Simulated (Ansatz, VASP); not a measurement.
## MoS2 in VASP and in Ansatz

```xyz
3
Lattice="3.2466 0.0000 0.0000 -1.6233 2.8116 0.0000 0.0000 0.0000 17.6746" Properties=species:S:1:pos:R:3 pbc="T T T"
Mo    0.0000    0.0000    0.0000
S     0.0000    1.8744   16.0928
S     0.0000    1.8744    1.5818
```

Alike in both runs: task single point; functional r2SCAN; k mesh 10 × 10 × 2; occupations fermi-dirac, width 0.05 eV; no spin polarisation.

|  | VASP | Ansatz |
| --- | --- | --- |
| version | VASP 6.6.1 | Ansatz 0.2.0 |
| potentials or method | VASP PAW PBE potentials, release 64 (Mo_sv, S) | Ansatz PAW |
| plane-wave cutoff (eV) | 520 | 500 |
| valence electrons in the cell | 26 | 26 |

Ansatz gave:

```
gap on the k mesh at the Fermi level (eV) : 1.65
least direct gap on the mesh (eV)         : 1.87
rms of the force components (eV/Å)        : 0.420
```

Q: What did VASP give for the same quantities?

A: gap on the k mesh at the Fermi level (eV): 1.67; least direct gap on the mesh (eV): 1.87; rms of the force components (eV/Å): 0.418.

VASP's potentials were made for PBE, not for r2SCAN. Atom by atom the forces differ by 0.002 eV/Å (rms over components).
